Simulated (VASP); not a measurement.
Wanted: the native input for a VASP 6.6.1 run.

```yaml
Task: single point
Functional: LDA
Potentials_or_basis: VASP PAW LDA potentials, release 64 (Mg_sv, O)
Cutoff: 840 eV
k_mesh: 9 × 9 × 8
Occupations: gaussian, width 0.05 eV
Spin: no spin polarisation
Dipole_correction: no
Further_INCAR_settings: ALGO = Normal; EDIFF = 1e-06; NBANDS = 15
```

The structure of MgO lies in POSCAR:

```
MgO
1.0
    2.9380209034      0.0000000000      0.0000000000
   -1.4690104517      2.4299027059      0.0000000000
    0.0000000000      0.0000000000      2.6796800000
Mg O
1 1
Direct
    0.0000000000      0.0000000000      0.0000000000
    0.3333333333      0.6666666667      0.5000000000
```

This cell differs from its parent crystal: strain -0.0450 x Voigt [0, 1, 0, 0, 0, 0].

These files were run (other wordings do the same):

INCAR

```
SYSTEM = MgO
  ALGO = Normal
  EDIFF = 1E-6
  ENCUT = 840
  GGA = CA
  GGA_COMPAT = .False.
  ISIF = 2
  ISMEAR = 0
  LASPH = .True.
  LCHARG = .False.
  LREAL = .False.
  LWAVE = .False.
  NBANDS = 15
  NELM = 120
  PREC = Accurate
  SIGMA = 0.05
```

KPOINTS

```
k-points
0
Gamma
  9 9 8
  0 0 0
```

Potentials or basis: VASP PAW LDA potentials, release 64 (Mg_sv, O).

Run with:

```sh
$ cat potpaw_LDA.64/Mg_sv/POTCAR potpaw_LDA.64/O/POTCAR > POTCAR
$ mpirun -np 1 vasp_std > vasp.out
```

Results of the run:

- Pressure: -3.2 GPa
- Largest force: 0.034 eV/Å
- Band gap on the k mesh: 3.16 eV (least direct gap 3.62 eV)

Caveat: the cell differs from its parent crystal (strain -0.0450 x Voigt [0, 1, 0, 0, 0, 0]); the stress differs along the axes, from -11 to 6 GPa.

Run time: 36 s on 1 thread of AMD EPYC 9R14 (Zen 4), on a shared host, peak memory 0.16 GiB.
